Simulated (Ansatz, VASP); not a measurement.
# Se: VASP beside Ansatz

```xyz
3
Lattice="4.0373 0.0000 0.0000 -2.0187 3.4964 0.0000 0.0000 0.0000 5.1220" Properties=species:S:1:pos:R:3 pbc="T T T"
Se    1.0044    0.0000    4.2683
Se   -0.5022    0.8698    0.8537
Se    1.5165    2.6266    2.5610
```

Alike in both runs: task relaxation of cell and atoms; functional PBEsol; k mesh 12 × 12 × 8; occupations gaussian, width 0.05 eV; no spin polarisation.

```csv
,VASP,Ansatz
version,VASP 6.6.1,Ansatz 0.2.0
potentials or method,"VASP PAW PBE potentials, release 64 (Se), cutoff 600 eV","scalar-relativistic, plane waves, PAW"
valence electrons in the cell,18,48
```

```csv
,VASP,Ansatz,Ansatz less VASP
"gap on the k mesh at the Fermi level, each at its own relaxed structure (eV)",0.43,0.45,+0.013
relaxed volume (Å³/atom),24.15,24.10,-0.050
relaxed cell length with the largest relative difference (Å),5.127,5.122,-0.0051
```

VASP's potentials were made for PBE, not for PBEsol. VASP's potentials hold 18 valence electrons a cell and Ansatz's 48, so a difference there can come from the potentials and not from the codes.
